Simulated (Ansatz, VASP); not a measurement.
Two plane-wave programs on CdS

```
Cd S
1.0
     0.00000    2.93921    3.02739
     2.93921    0.00000    3.02739
     2.93921    2.93921    0.00000
Cd S
1 1
Direct
  0.00000 0.00000 0.00000
  0.25000 0.25000 0.25000
```

Change from the starting cell: uniaxial_z strain +3.0%.

Alike in both runs: task single point; functional PBE; k mesh 8 × 8 × 8; occupations fermi-dirac, width 0.02 eV; no spin polarisation.

```csv
,VASP,Ansatz
version,VASP 6.6.1,Ansatz 0.2.0
potentials or method,"VASP PAW PBE potentials, release 64 (Cd, S)","plane waves, PAW"
plane-wave cutoff (eV),500,420
valence electrons in the cell,18,26
```

|  | VASP | Ansatz | Ansatz less VASP |
| --- | --- | --- | --- |
| gap on the k mesh at the Fermi level (eV) | 1.00 | 1.00 | -0.002 |
| pressure (GPa) | 0.0 | -0.3 | -0.27 |
| traceless stress, the component that is largest in VASP (GPa) | -0.41 | -0.42 | -0.008 |

The functional is the same, so the differences come from potentials, cutoffs and numerics. VASP's potentials hold 18 valence electrons a cell and Ansatz's 26, so a difference there can come from the potentials and not from the codes.
